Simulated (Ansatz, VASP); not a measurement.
## One calculation of LaAl3Ag, two programs

```xyz
10
Lattice="3.1393 -5.3673 0.0000 3.1393 5.3673 0.0000 0.0000 0.0000 6.0896" Properties=species:S:1:pos:R:3 pbc="T T T"
La    3.1393    2.7580    1.5224
La    3.1393   -2.7580    4.5672
Al    3.1393   -1.6672    1.5224
Al    3.1393    1.6672    4.5672
Al    4.5546    0.0000    3.0448
Al    4.5546    0.0000    0.0000
Al    1.7240    0.0000    3.0448
Al    1.7240    0.0000    0.0000
Ag    3.1393   -4.1761    1.5224
Ag    3.1393    4.1761    4.5672
```

Alike in both runs: functional PBEsol; k mesh 6 × 6 × 6; occupations gaussian, width 0.1 eV; no spin polarisation.

Ansatz relaxed the structure, and its values are those at the end. VASP's run is a single point on that final structure, the one shown.

```csv
,VASP,Ansatz
version,VASP 6.6.1,Ansatz 0.2.0
potentials or method,"VASP PAW PBE potentials, release 64 (La, Al, Ag), cutoff 520 eV","scalar-relativistic, plane waves, PAW"
valence electrons in the cell,62,78
```

Ansatz gave:

| Quantity | Value |
| --- | --- |
| gap on the k mesh at the Fermi level (eV) | none |
| pressure (GPa) | 0.0 |
| rms of the force components (eV/Å) | 0.000 |

**Question.** Which values does VASP return?

**Answer.** gap on the k mesh at the Fermi level (eV): none; pressure (GPa): 0.0; rms of the force components (eV/Å): 0.004.

VASP's potentials were made for PBE, not for PBEsol. A gap of «none» marks a metal or a gap that the smearing closes. VASP's potentials hold 62 valence electrons a cell and Ansatz's 78, so a difference there can come from the potentials and not from the codes.

Neither program's run includes spin-orbit coupling.
